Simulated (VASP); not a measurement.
The system is ZrB.

```
Zr B
1.0
     0.00000    2.32500    2.32500
     2.32500    0.00000    2.32500
     2.32500    2.32500    0.00000
Zr B
1 1
Direct
  0.00000 0.00000 0.00000
  0.50000 0.50000 0.50000
```

Base run:

- Program: VASP 6.6.1
- Functional: LDA
- Potentials or basis: VASP PAW LDA potentials, release 64 (Zr_sv, B)
- Cutoff: 520 eV
- k mesh: 10 × 10 × 10
- Occupations: methfessel-paxton, width 0.1 eV
- Spin: non-collinear spin, zero start, spin-orbit coupling
- Starting moments: [[0.0, 0.0, 0.0], [0.0, 0.0, 0.0]] μB

Its results: pressure 25.4 GPa; net moment 0.00 μB per cell.

Task: The run is repeated on the same cell with these changes: functional from LDA to BLYP; potentials or basis from VASP PAW LDA potentials, release 64 (Zr_sv, B) to VASP PAW PBE potentials, release 64 (Zr_sv, B). What comes out?

Result: Pressure 42.2 GPa; net moment 0.00 μB per cell.

Caveats: the cell stands under pressure; the PAW data sets were made with another functional, which shifts forces and pressure a little (at least some runs).
